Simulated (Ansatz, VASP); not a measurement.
Two plane-wave programs on MgS

```
CELL_PARAMETERS angstrom
0.00000 2.74813 2.79062
2.74813 0.00000 2.79062
2.74813 2.74813 0.00000
ATOMIC_POSITIONS crystal
Mg 0.00000 0.00000 0.00000
S 0.75000 0.75000 0.75000
```

Change from the starting cell: strain -0.030 along x and y, -0.015 along z, atoms carried along.

Alike in both runs: task single point; functional LDA; k mesh 8 × 8 × 8; occupations gaussian, width 0.05 eV; no spin polarisation.

```csv
,VASP,Ansatz
version,VASP 6.6.1,Ansatz 0.2.0
potentials or method,"VASP PAW LDA potentials, release 64 (Mg, S), cutoff 520 eV","scalar-relativistic, plane waves, PAW"
valence electrons in the cell,8,16
```

|  | VASP | Ansatz | Ansatz less VASP |
| --- | --- | --- | --- |
| gap on the k mesh at the Fermi level (eV) | 3.56 | 3.54 | -0.013 |
| least direct gap on the mesh (eV) | 3.56 | 3.54 | -0.013 |
| pressure (GPa) | 2.1 | 2.5 | +0.34 |
| traceless stress, the component that is largest in VASP (GPa) | -0.18 | -0.19 | -0.005 |

LDA's correlation is that of Perdew and Zunger in VASP and of Perdew and Wang (1992) in Ansatz. VASP's potentials hold 8 valence electrons a cell and Ansatz's 16, so a difference there can come from the potentials and not from the codes.
